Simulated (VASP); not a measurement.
Write the native input for VASP 6.6.1 that does the following.

```
Task                   : single point
Functional             : PBE
Potentials or basis    : VASP PAW PBE potentials, release 64 (Li_sv, H)
Cutoff                 : 520 eV
k mesh                 : 6 × 6 × 4
Occupations            : gaussian, width 0.1 eV
Spin                   : no spin polarisation
Dipole correction      : no
Further INCAR settings : ALGO = Fast; EDIFF = 1e-06; NBANDS = 20
```

The structure of Li3H lies in POSCAR:

```
Li3H
1.0
    3.8901392423      0.0000000000      0.0000000000
    0.0000000000      3.8901392423      0.0000000000
    0.0000000000      0.0000000000      7.7802784845
Li H
6 2
Direct
    0.0000000000      0.5000000000      0.2500000000
    0.0000000000      0.5000000000      0.7500000000
    0.5000000000      0.0000000000      0.2500000000
    0.5000000000      0.0000000000      0.7500000000
    0.5000000000      0.5000000000      0.0000000000
    0.5000000000      0.5000000000      0.5000000000
    0.0000000000      0.0000000000      0.5000000000
    0.0000000000      0.0000000000      1.0000000000
```

One way to write it, as run:

INCAR

```
ALGO     = Fast           # electronic algorithm
EDIFF    = 1E-6           # SCF threshold, eV
ENCUT    = 520            # plane-wave cutoff, eV
GGA      = PE             # functional
ISIF     = 2              # what is computed and relaxed
ISMEAR   = 0              # smearing method
LASPH    = T              # aspherical terms in the spheres
LCHARG   = F              # write CHGCAR
LREAL    = F              # projectors in reciprocal space
LWAVE    = F              # write WAVECAR
NBANDS   = 20             # bands
NELM     = 100            # most SCF steps
PREC     = Accurate       # precision mode
SIGMA    = 0.1            # smearing width, eV
```

KPOINTS

```
k-points
0
Gamma
  6 6 4
```

Potentials or basis: VASP PAW PBE potentials, release 64 (Li_sv, H).

Run with:

```bash
$ cat potpaw_PBE.64/Li_sv/POTCAR potpaw_PBE.64/H/POTCAR > POTCAR
$ mpirun -np 1 vasp_std > vasp.out
```

It gave:

```yaml
Band_gap_on_the_k_mesh: zero (bands 10 and 11 overlap by 1.12 eV)
```

Wall time 60 s on 1 thread of Oxide Virtual Turin-like Processor, with other jobs on the host, peak memory 0.2 GiB.
